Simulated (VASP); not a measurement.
# CuI (F-43m) in VASP: settings compared

The runs below take CuI through single point, with revPBE+D4, SVWN5, PBE+D3(BJ).

Program: VASP 6.6.1. These are calculated values, not measurements. Logs are shortened: lines on timing, memory, paths and dates and some standing lists are left out, and cuts for length are marked.

## 1. The cell of the first run

The structure is cubic, space group F-43m (No. 216). The conventional cell has a = 5.955 Å, b = 5.955 Å, c = 5.955 Å, α = 90.00°, β = 90.00°, γ = 90.00°. I (site symmetry -43m) has 4 Cu at 2.58 Å within 3.4 Å. Cu (site symmetry -43m) has 4 I at 2.58 Å within 3.4 Å.

## 2. Single point, revPBE+D4

Input file INCAR:

```
SYSTEM = CuI
ALGO = Normal ; EDIFF = 1E-6
ENCUT = 520 ; GGA = RE
ISIF = 2 ; ISMEAR = -1
IVDW = 13 ; LASPH = .TRUE.
LCHARG = .FALSE. ; LREAL = .FALSE.
LWAVE = .FALSE. ; NBANDS = 16
NELM = 80 ; PREC = Accurate
SIGMA = 0.05
```

Input file KPOINTS:

```
k-points
0
G
  8 8 8
  0 0 0
```

Input file POSCAR:

```
CuI
1.0
    0.0000000000      2.9773894927      2.9773894927
    2.9773894927      0.0000000000      2.9773894927
    2.9773894927      2.9773894927      0.0000000000
I Cu
1 1
Direct
    0.0000000000      0.0000000000      0.0000000000
    0.7500000000      0.7500000000      0.7500000000
```

Potentials or basis: VASP PAW PBE potentials, release 64 (I, Cu).

Launch:

```console
> cat potpaw_PBE.64/I/POTCAR potpaw_PBE.64/Cu/POTCAR > POTCAR
> mpirun -np 1 vasp_std > vasp.out
```

OUTCAR:

```text
SYSTEM = CuI
   EDIFF = 1E-6
   ENCUT = 520
   GGA = RE
   ISIF = 2
   ISMEAR = -1
   IVDW = 13
   LASPH = .TRUE.
   LREAL = .FALSE.
   NELM = 80
   PREC = Accurate

 ion  position               nearest neighbor table
   1  0.000  0.000  0.000-   2 2.58   2 2.58   2 2.58   2 2.58
   2  0.750  0.750  0.750-   1 2.58   1 2.58   1 2.58   1 2.58

  LATTYP: Found a face centered cubic cell.
 ALAT       =     5.9547789854

  Lattice vectors:

 A1 = (   0.0000000000,   2.9773894927,   2.9773894927)
 A2 = (   2.9773894927,   0.0000000000,   2.9773894927)
 A3 = (   2.9773894927,   2.9773894927,   0.0000000000)

Analysis of symmetry for initial positions (statically):
=====================================================================
 Subroutine PRICEL returns:
 Original cell was already a primitive cell.

 Routine SETGRP: Setting up the symmetry group for a
 face centered cubic supercell.

 Subroutine GETGRP returns: Found 24 space group operations
 (whereof 24 operations were pure point group operations)
 out of a pool of 48 trial point group operations.

The static configuration has the point symmetry T_d .

Analysis of symmetry for dynamics (positions and initial velocities):
=====================================================================
 Subroutine PRICEL returns:
 Original cell was already a primitive cell.

 Routine SETGRP: Setting up the symmetry group for a
 face centered cubic supercell.

 Subroutine GETGRP returns: Found 24 space group operations
 (whereof 24 operations were pure point group operations)
 out of a pool of 48 trial point group operations.

The dynamic configuration has the point symmetry T_d .

 Subroutine INISYM returns: Found 24 space group operations
 (whereof 24 operations are pure point group operations),
 and found     1 'primitive' translations

----------------------------------------------------------------------------------------

                                     Primitive cell

  volume of cell :      52.7882

  direct lattice vectors                    reciprocal lattice vectors
     0.000000000  2.977389493  2.977389493    -0.167932345  0.167932345  0.167932345
     2.977389493  0.000000000  2.977389493     0.167932345 -0.167932345  0.167932345
     2.977389493  2.977389493  0.000000000     0.167932345  0.167932345 -0.167932345

  length of vectors
     4.210664601  4.210664601  4.210664601     0.290867354  0.290867354  0.290867354

  position of ions in fractional coordinates (direct lattice)
     0.000000000  0.000000000  0.000000000
     0.750000000  0.750000000  0.750000000

[... 77 lines left out ...]
   LREAL  =      F    real-space projection
   EDIFFG = 0.1E-04   stopping-criterion for IOM
   NSW    =      0    number of steps for IOM
   IBRION =     -1    ionic relax: 0-MD 1-quasi-New 2-CG
   NFREE  =      0    steps in history (QN), initial steepest desc. (CG)
   ISIF   =      2    stress and relaxation
   ISYM   =      2    0-nonsym 1-usesym 2-fastsym
   POTIM  = 0.5000    time-step for ionic-motion
   TEBEG  =    0.0;   TEEND  =   0.0 temperature during run
   PSTRESS=    0.0 pullay stress
   NELECT =      18.0000    total number of electrons
   NUPDOWN=      -1.0000    fix difference up-down
   EMIN   =  10.00;   EMAX   =-10.00  energy-range for DOS
   EFERMI =   0.00;   METHOD = LEGACY
   ISMEAR =    -1;   SIGMA  =   0.05  broadening in eV -4-tet -1-fermi 0-gaus
   EFERMI_NEDOS =   21; number of points for ismear=-14 and -15
   IALGO  =     38    algorithm
   IMIX   =      4    mixing-type and parameters
     AMIX     =   0.40;   BMIX     =  1.00
     AMIX_MAG =   1.60;   BMIX_MAG =  1.00
  volume/ion in A,a.u.               =      26.39       178.12
  Fermi-wavevector in a.u.,A,eV,Ry     =   1.143721  2.161319 17.797744  1.308097
  Thomas-Fermi vector in A             =   2.280415
   LORBIT       =      0    0 simple, 1 ext, 2 COOP (PROOUT), +10 PAW based schemes
   GGA     = RE    functional components
   LHFCALC =     F    Hartree Fock is set to
   AEXX    =    0.0000 exact exchange contribution
   IVDW    =    13    specifies the selected vdW correction
   LEPSILON=     F    determine dielectric tensor
   LRPA    =     F    only Hartree local field effects (RPA)
 non-spin polarized calculation
  energy-cutoff  :      520.00
  volume of cell :       52.79
 maximum number of plane-waves:      1433
   NGX = 15   NGY = 15   NGZ = 15

 number of electron      17.9999998 magnetization

 Free energy of the ion-electron system (eV)
  ---------------------------------------------------
  ext. energy  EPLUGINS =         0.00000000
  ---------------------------------------------------
  free energy    TOTEN  =        -4.87994596 eV

  energy without entropy =       -4.87994594  energy(sigma->0) =       -4.87994595

 E-fermi :   5.8648     XC(G=0):  -9.0420

 val. band max:        5.1325550909   @ k =   0.0000   0.0000   0.0000
 cond. band min:       6.5223434323   @ k =   0.0000   0.0000   0.0000
 fundamental gap:      1.3897883414
 Fermi energy:         5.8647774546

 k-point     1 :       0.0000    0.0000    0.0000
  band No.  band energies     occupation
      1      -9.1697      2.00000
      2       1.2379      2.00000
      3       1.2379      2.00000
      4       1.2379      2.00000
      5       3.0699      2.00000
      6       3.0699      2.00000
[... 433 lines left out ...]
      3       0.6874      2.00000
      4       1.2268      2.00000
      5       3.0003      2.00000
      6       3.0821      2.00000
[... 8 lines left out ...]
     15      16.0688      0.00000
     16      16.6604      0.00000

 [... further k-points ...]

------------------------ aborting loop because EDIFF is reached ----------------------------------------

  DFT-D4 for vdW energy calculation

  Edisp (eV):   -1.28525

  FORCE on cell =-STRESS in cart. coord.  units (eV):
  Direction    XX          YY          ZZ          XY          YZ          ZX
  --------------------------------------------------------------------------------------
  -------------------------------------------------------------------------------------
  Total       0.00851     0.00851     0.00851     0.00000     0.00000     0.00000
  in kB       0.25819     0.25819     0.25819     0.00000     0.00000     0.00000
  external pressure =        0.26 kB  Pullay stress =        0.00 kB

 VOLUME and BASIS-vectors are now :
 -----------------------------------------------------------------------------
  energy-cutoff  :      520.00
  volume of cell :       52.79
      direct lattice vectors                 reciprocal lattice vectors
     0.000000000  2.977389493  2.977389493    -0.167932345  0.167932345  0.167932345
     2.977389493  0.000000000  2.977389493     0.167932345 -0.167932345  0.167932345
     2.977389493  2.977389493  0.000000000     0.167932345  0.167932345 -0.167932345

 POSITION                                       TOTAL-FORCE (eV/Angst)
 -----------------------------------------------------------------------------------
      0.00000      0.00000      0.00000        -0.000000     -0.000000     -0.000000
      4.46608      4.46608      4.46608         0.000000      0.000000      0.000000
 -----------------------------------------------------------------------------------
    total drift:                               -0.000001     -0.000001     -0.000001

  FREE ENERGIE OF THE ION-ELECTRON SYSTEM (eV)
  ---------------------------------------------------
  free  energy   TOTEN  =        -6.1652006669 eV

  energy  without entropy=       -6.1652006552  energy(sigma->0) =       -6.16520066
```

stdout:

```text
POSCAR found type information on POSCAR I Cu
 POSCAR found :  2 types and       2 ions
 scaLAPACK will be used
 -----------------------------------------------------------------------------
|                                                                             |
|                                                                             |
|     You enforced a specific xc type in the INCAR file but a different       |
|     I HOPE YOU KNOW WHAT YOU ARE DOING!                                     |
|                                                                             |
 -----------------------------------------------------------------------------

 LDA part: xc-table for (Slater+PW92), standard interpolation
 POSCAR, INCAR and KPOINTS ok, starting setup
 FFT: planning ... GRIDC
 FFT: planning ... GRID_SOFT
 FFT: planning ... GRID
 WAVECAR not read
 entering main loop
```

Run time: 22 s. Hardware: 1 thread of AMD EPYC 7R43 (Zen 3), shared host; peak memory 0.15 GiB.

What came out:

| Item | Value |
| --- | --- |
| Free energy | -6.1652 eV |
| Pressure | 0.0 GPa |
| Band gap on the k mesh | 1.39 eV |
| Dispersion energy per atom | -0.643 eV |

Caveat: the PAW data sets were made with another functional, which shifts forces and pressure a little; spin-orbit coupling is left out, which moves the levels of the heavy elements. A hybrid or GW would open this gap; revPBE tends to underestimate it.

## 3. Single point, SVWN5

This run uses another cell than the first one, of 26.19 Å³/atom.

Input file INCAR:

```
  ALGO = Normal
  EDIFF = 1E-7
  ENCUT = 520
  GGA = VW
  ISIF = 2
  ISMEAR = -1
  LASPH = True
  LCHARG = False
  LREAL = False
  LWAVE = False
  NBANDS = 16
  NELM = 100
  PREC = Accurate
  SIGMA = 0.05
```

Input file KPOINTS:

```
k-points
0
Gamma
  8 8 8
```

Input file POSCAR:

```
CuI
1.0
    0.0000000000      2.9696152886      2.9696152886
    2.9696152886      0.0000000000      2.9696152886
    2.9696152886      2.9696152886      0.0000000000
I Cu
1 1
Direct
    0.0000000000      0.0000000000      0.0000000000
    0.7500000000      0.7500000000      0.7500000000
```

Potentials or basis: VASP PAW PBE potentials, release 64 (I, Cu).

Launch:

```console
> cat potpaw_PBE.64/I/POTCAR potpaw_PBE.64/Cu/POTCAR > POTCAR
> mpirun -np 1 vasp_std > vasp.out
```

Run time: 20 s. Hardware: 1 thread of AMD EPYC 7R43 (Zen 3), shared host; peak memory 0.13 GiB.

Results (log left out):

| Item | Value |
| --- | --- |
| Free energy | -6.9380 eV |
| Pressure | -1.9 GPa |
| Band gap on the k mesh | 1.13 eV |

Levels at points of the mesh, in eV from the valence-band top:
```tsv
k point	band 5	band 6	band 7	band 8	band 9	band 10	band 11	band 12	band 13	band 14
(0.00, 0.00, 0.00)	-2.18	-2.18	0.00	0.00	0.00	1.13	4.80	4.80	4.80	8.07
(0.50, 0.00, 0.00)	-2.15	-2.15	-2.10	-0.82	-0.82	2.10	5.35	5.35	7.34	9.23
(0.50, 0.50, 0.00)	-2.22	-2.11	-2.09	-1.77	-1.77	2.49	2.80	9.47	10.03	10.03
```

Caveat: the PAW data sets were made with another functional, which shifts forces and pressure a little; spin-orbit coupling is left out, which moves the levels of the heavy elements.

## 4. Single point, PBE+D3(BJ)

This run uses another cell than the first one, of 26.75 Å³/atom.

Input file INCAR:

```
SYSTEM = CuI
ALGO = Normal
EDIFF = 1E-6
ENCUT = 520
GGA = PE
ISIF = 2
ISMEAR = -1
IVDW = 12
LASPH = .TRUE.
LCHARG = .FALSE.
LREAL = .FALSE.
LWAVE = .FALSE.
NBANDS = 16
NELM = 100
PREC = Accurate
SIGMA = 0.05
```

Input file KPOINTS:

```
k-points
0
G
  8 8 8
  0 0 0
```

Input file POSCAR:

```
CuI
1.0
    0.0000000000      2.9905287613      2.9905287613
    2.9905287613      0.0000000000      2.9905287613
    2.9905287613      2.9905287613      0.0000000000
I Cu
1 1
Direct
    0.0000000000      0.0000000000      0.0000000000
    0.7500000000      0.7500000000      0.7500000000
```

Potentials or basis: VASP PAW PBE potentials, release 64 (I, Cu).

Launch:

```console
> cat potpaw_PBE.64/I/POTCAR potpaw_PBE.64/Cu/POTCAR > POTCAR
> mpirun -np 1 vasp_std > vasp.out
```

OUTCAR:

```text
SYSTEM = CuI
   EDIFF = 1E-6
   ENCUT = 520
   GGA = PE
   ISIF = 2
   ISMEAR = -1
   IVDW = 12
   LASPH = .TRUE.
   LREAL = .FALSE.
   NELM = 100
   PREC = Accurate
 IVDW          = 12

 ion  position               nearest neighbor table
   1  0.000  0.000  0.000-   2 2.59   2 2.59   2 2.59   2 2.59
   2  0.750  0.750  0.750-   1 2.59   1 2.59   1 2.59   1 2.59

  LATTYP: Found a face centered cubic cell.
 ALAT       =     5.9810575226

  Lattice vectors:

 A1 = (   0.0000000000,   2.9905287613,   2.9905287613)
 A2 = (   2.9905287613,   0.0000000000,   2.9905287613)
 A3 = (   2.9905287613,   2.9905287613,   0.0000000000)

Analysis of symmetry for initial positions (statically):
=====================================================================
 Subroutine PRICEL returns:
 Original cell was already a primitive cell.

 Routine SETGRP: Setting up the symmetry group for a
 face centered cubic supercell.

 Subroutine GETGRP returns: Found 24 space group operations
 (whereof 24 operations were pure point group operations)
 out of a pool of 48 trial point group operations.

The static configuration has the point symmetry T_d .

Analysis of symmetry for dynamics (positions and initial velocities):
=====================================================================
 Subroutine PRICEL returns:
 Original cell was already a primitive cell.

 Routine SETGRP: Setting up the symmetry group for a
 face centered cubic supercell.

 Subroutine GETGRP returns: Found 24 space group operations
 (whereof 24 operations were pure point group operations)
 out of a pool of 48 trial point group operations.

The dynamic configuration has the point symmetry T_d .

 Subroutine INISYM returns: Found 24 space group operations
 (whereof 24 operations are pure point group operations),
 and found     1 'primitive' translations
[... 109 lines left out ...]
   EFERMI =   0.00;   METHOD = LEGACY
   ISMEAR =    -1;   SIGMA  =   0.05  broadening in eV -4-tet -1-fermi 0-gaus
   EFERMI_NEDOS =   21; number of points for ismear=-14 and -15
   IALGO  =     38    algorithm
   IMIX   =      4    mixing-type and parameters
     AMIX     =   0.40;   BMIX     =  1.00
     AMIX_MAG =   1.60;   BMIX_MAG =  1.00
  volume/ion in A,a.u.               =      26.75       180.48
  Fermi-wavevector in a.u.,A,eV,Ry     =   1.138696  2.151823 17.641694  1.296628
  Thomas-Fermi vector in A             =   2.275400
   LORBIT       =      0    0 simple, 1 ext, 2 COOP (PROOUT), +10 PAW based schemes
   GGA     = PE    functional components
   LHFCALC =     F    Hartree Fock is set to
   AEXX    =    0.0000 exact exchange contribution
   IVDW    =    12    specifies the selected vdW correction
   LEPSILON=     F    determine dielectric tensor
   LRPA    =     F    only Hartree local field effects (RPA)
 non-spin polarized calculation
  energy-cutoff  :      520.00
  volume of cell :       53.49
 maximum number of plane-waves:      1459
   NGX = 15   NGY = 15   NGZ = 15

 number of electron      18.0000007 magnetization

 Free energy of the ion-electron system (eV)
  ---------------------------------------------------
  ext. energy  EPLUGINS =         0.00000000
  ---------------------------------------------------
  free energy    TOTEN  =        -5.54434305 eV

  energy without entropy =       -5.54434301  energy(sigma->0) =       -5.54434303

 E-fermi :   5.5462     XC(G=0):  -9.1276

 val. band max:        4.8803077770   @ k =   0.0000   0.0000   0.0000
 cond. band min:       6.1359949309   @ k =   0.0000   0.0000   0.0000
 fundamental gap:      1.2556871539
 Fermi energy:         5.5462419703

 k-point     1 :       0.0000    0.0000    0.0000
  band No.  band energies     occupation
      1      -9.3495      2.00000
      2       1.0533      2.00000
      3       1.0533      2.00000
      4       1.0533      2.00000
      5       2.8555      2.00000
      6       2.8555      2.00000
[... 433 lines left out ...]
      3       0.5050      2.00000
      4       1.0414      2.00000
      5       2.7858      2.00000
      6       2.8669      2.00000
[... 8 lines left out ...]
     15      15.7173      0.00000
     16      16.3238      0.00000

 [... further k-points ...]

------------------------ aborting loop because EDIFF is reached ----------------------------------------

 Edisp (eV)   -0.71656

 E8    (eV) :    -0.3147

  FORCE on cell =-STRESS in cart. coord.  units (eV):
  Direction    XX          YY          ZZ          XY          YZ          ZX
  --------------------------------------------------------------------------------------
  -------------------------------------------------------------------------------------
  Total      -0.07164    -0.07164    -0.07164     0.00000    -0.00000    -0.00000
  in kB      -2.14572    -2.14572    -2.14572     0.00000    -0.00000    -0.00000
  external pressure =       -2.15 kB  Pullay stress =        0.00 kB

 VOLUME and BASIS-vectors are now :
 -----------------------------------------------------------------------------
  energy-cutoff  :      520.00
  volume of cell :       53.49
      direct lattice vectors                 reciprocal lattice vectors
     0.000000000  2.990528761  2.990528761    -0.167194513  0.167194513  0.167194513
     2.990528761  0.000000000  2.990528761     0.167194513 -0.167194513  0.167194513
     2.990528761  2.990528761  0.000000000     0.167194513  0.167194513 -0.167194513

 POSITION                                       TOTAL-FORCE (eV/Angst)
 -----------------------------------------------------------------------------------
      0.00000      0.00000      0.00000        -0.000000      0.000000      0.000000
      4.48579      4.48579      4.48579         0.000000     -0.000000     -0.000000
 -----------------------------------------------------------------------------------
    total drift:                               -0.000001     -0.000001     -0.000001

  FREE ENERGIE OF THE ION-ELECTRON SYSTEM (eV)
  ---------------------------------------------------
  free  energy   TOTEN  =        -6.2609067686 eV

  energy  without entropy=       -6.2609067273  energy(sigma->0) =       -6.26090675
```

OSZICAR:

```text
N       E                     dE             d eps       ncg     rms          rms(c)
DAV:   1     0.917702917120E+02    0.91770E+02   -0.75256E+03   928   0.119E+03
DAV:   2    -0.293930253044E+00   -0.92064E+02   -0.83468E+02   968   0.227E+02
DAV:   3    -0.563666319230E+01   -0.53427E+01   -0.52685E+01  1216   0.588E+01
DAV:   4    -0.577896656948E+01   -0.14230E+00   -0.14222E+00  1112   0.902E+00
DAV:   5    -0.578677415556E+01   -0.78076E-02   -0.78074E-02  1400   0.238E+00    0.564E+00
DAV:   6    -0.570562499562E+01    0.81149E-01   -0.29018E+00   976   0.467E+01    0.359E+00
DAV:   7    -0.554559931567E+01    0.16003E+00   -0.70225E-01   992   0.281E+01    0.178E+00
DAV:   8    -0.554660914066E+01   -0.10098E-02   -0.36875E-02  1464   0.263E+00    0.479E-01
DAV:   9    -0.554416611164E+01    0.24430E-02   -0.86708E-03  1200   0.277E+00    0.160E-01
DAV:  10    -0.554434306462E+01   -0.17695E-03   -0.61828E-04  1144   0.156E-01    0.451E-02
DAV:  11    -0.554434631376E+01   -0.32491E-05   -0.24704E-04  1200   0.450E-01    0.369E-02
DAV:  12    -0.554434434070E+01    0.19731E-05   -0.17361E-05  1488   0.698E-02    0.270E-02
DAV:  13    -0.554434251076E+01    0.18299E-05   -0.53194E-06  1288   0.681E-02    0.592E-03
DAV:  14    -0.554434305272E+01   -0.54196E-06   -0.27471E-06  1208   0.323E-02
   1 F= -.62609068E+01 E0= -.62609067E+01  d E =-.413303E-07
```

Wall time 20 s (1 thread of AMD EPYC 7R43 (Zen 3), shared host); peak memory 0.16 GiB.

What came out:

```
Free energy                : -6.2609 eV
Pressure                   : -0.2 GPa
Band gap on the k mesh     : 1.26 eV
Dispersion energy per atom : -0.358 eV
```

Caveat: spin-orbit coupling is left out, which moves the levels of the heavy elements. A hybrid or GW would open this gap; PBE tends to underestimate it.

## 5. Overview

```tsv
level	cell	gap on the mesh (eV)	pressure (GPa)
revPBE+D4	a = 4.211 Å, angles 60.0°, 2 atoms	1.39	0.0
SVWN5	a = 4.200 Å, angles 60.0°, 2 atoms	1.13	-1.9
PBE+D3(BJ)	a = 4.229 Å, angles 60.0°, 2 atoms	1.26	-0.2
```

Alike in all rows: task single point; potentials or basis VASP PAW PBE potentials, release 64 (I, Cu); no spin polarisation; k mesh 8 × 8 × 8; cutoff (eV) 520; smearing fermi-dirac 0.05 eV.

Caveats: spin-orbit coupling is left out, which moves the levels of the heavy elements; the PAW data sets were made with another functional, which shifts forces and pressure a little (at least some runs).

Total energies depend on the potentials used, so only differences within one code and one set of settings carry meaning.
